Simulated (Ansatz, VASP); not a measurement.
# CdTe: VASP beside Ansatz

```
Cd Te
1.0
     0.00000    3.27790    3.17956
     3.27790    0.00000    3.17956
     3.27790    3.27790    0.00000
Cd Te
1 1
Direct
  0.00000 0.00000 0.00000
  0.75000 0.75000 0.75000
```

Change from the starting cell: strain +0.000 along x and y, -0.030 along z, atoms carried along.

Alike in both runs: task single point; functional r2SCAN; k mesh 8 × 8 × 8; occupations gaussian, width 0.05 eV; no spin polarisation.

|  | VASP | Ansatz |
| --- | --- | --- |
| version | VASP 6.6.1 | Ansatz 0.2.0 |
| potentials or method | VASP PAW PBE potentials, release 64 (Cd, Te), cutoff 520 eV | scalar-relativistic, plane waves, PAW |
| valence electrons in the cell | 18 | 36 |

|  | VASP | Ansatz | Ansatz less VASP |
| --- | --- | --- | --- |
| gap on the k mesh at the Fermi level (eV) | 1.19 | 1.20 | +0.007 |
| least direct gap on the mesh (eV) | 1.19 | 1.20 | +0.007 |
| pressure (GPa) | 1.5 | 1.3 | -0.11 |
| traceless stress, the component that is largest in VASP (GPa) | 0.30 | 0.30 | 0.000 |

VASP's potentials were made for PBE, not for r2SCAN. VASP's potentials hold 18 valence electrons a cell and Ansatz's 36, so a difference there can come from the potentials and not from the codes.

Neither program's run includes spin-orbit coupling.
